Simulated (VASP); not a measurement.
The system is BaTiO3.

```
Ba Ti O
1.0
     3.89260    0.00000    0.00000
     0.00000    3.89260    0.00000
     0.00000    0.00000    4.25875
Ba Ti O
1 1 3
Cartesian
  1.9463 1.9463 2.5261
  0.0000 0.0000 0.4775
  0.0000 1.9463 0.2520
  1.9463 0.0000 0.2520
  0.0000 0.0000 2.2844
```

This cell differs from its parent crystal: epitaxial xy strain -2.0%.

Program: VASP 6.6.1. Alike in all runs: task single point; potentials or basis VASP PAW PBE potentials, release 64 (Ba_sv, Ti_sv, O); no spin polarisation; cell as given; cutoff (eV) 520.

Question: Order these runs on this cell by their pressure, lowest first.
A. level PBE; k mesh 6 × 6 × 6; smearing fermi-dirac 0.02 eV
B. level r2SCAN; k mesh 6 × 6 × 6; smearing gaussian 0.01 eV
C. level HSE06; k mesh 4 × 4 × 4; smearing gaussian 0.01 eV; grid for exact exchange (PRECFOCK) Fast; screening parameter 0.2079 1/Å

Answer: C (3.4 GPa), B (5.8 GPa), A (8.7 GPa).

Caveats: the PAW data sets were made with another functional, which shifts forces and pressure a little (some runs).
